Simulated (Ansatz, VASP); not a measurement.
**Two plane-wave programs on V2O**

File INCAR:

```
  PREC = Accurate
  ENCUT = 600
  EDIFF = 1E-6
  ISMEAR = 0
  SIGMA = 0.1
  LREAL = False
  LASPH = True
  NELM = 80
  ALGO = Normal
  ISIF = 3
  LWAVE = False
  LCHARG = False
  GGA = PE
  IBRION = 2
  NSW = 90
  EDIFFG = -0.04
```

Contents of KPOINTS:

```
regular mesh
0
Gamma
  4 4 6
```

POSCAR

```
V2O
1.0
    4.0304899127      0.0000000000      0.0000000000
    0.0000000000      4.9191818343      0.0000000000
    0.0000000000      0.0000000000      3.0708840032
V O
4 2
Direct
    0.2004000000      0.3787000000      0.0000000000
    0.7996000000      0.6213000000      0.0000000000
    0.7004000000      0.1213000000      0.5000000000
    0.2996000000      0.8787000000      0.5000000000
    0.0000000000      0.0000000000      0.0000000000
    0.5000000000      0.5000000000      0.5000000000
```

Input for Ansatz:

```yaml
crystal:
  lattice:
    - [4.0304899127, 0.0, 0.0]
    - [0.0, 4.9191818343, 0.0]
    - [0.0, 0.0, 3.0708840032]
  atoms:
    - { symbol: V, position: [0.2004, 0.3787, 0.0] }
    - { symbol: V, position: [0.7996, 0.6213, 0.0] }
    - { symbol: V, position: [0.7004, 0.1213, 0.5] }
    - { symbol: V, position: [0.2996, 0.8787, 0.5] }
    - { symbol: O, position: [0.0, 0.0, 0.0] }
    - { symbol: O, position: [0.5, 0.5, 0.5] }
basis:
  ecutwfc: 420
kpoints:
  mp_grid: { grid: [4, 4, 6] }
hamiltonian:
  xc: pbe
scf:
  occupations: { method: gaussian, width: 0.1 }
  lower_state_search: "off"
output:
  forces: true
  stress: true
  eigenvalues: true
relax:
  adjacent_minimum: "off"
  f_tol: 0.04
  max_steps: 70
  cell: { stress_tol: 0.4 }
```

Alike in both runs: task relaxation of cell and atoms; functional PBE; k mesh 4 × 4 × 6; occupations gaussian, width 0.1 eV; no spin polarisation.

|  | VASP | Ansatz |
| --- | --- | --- |
| version | VASP 6.6.1 | Ansatz 0.2.0 |
| potentials or method | VASP PAW PBE potentials, release 64 (V_sv, O), cutoff 600 eV | scalar-relativistic, plane waves, PAW |
| valence electrons in the cell | 64 | 64 |

```csv
,VASP,Ansatz,Ansatz less VASP
"gap on the k mesh at the Fermi level, each at its own relaxed structure (eV)",none,none,-
relaxed volume (Å³/atom),10.61,10.58,-0.032
relaxed length of the cell vector where the two differ most in proportion (Å),2.614,2.609,-0.0049
```

A gap of «none» marks a metal or a gap that the smearing closes.

The k mesh is coarse, so the values compare programs but aren't converged.
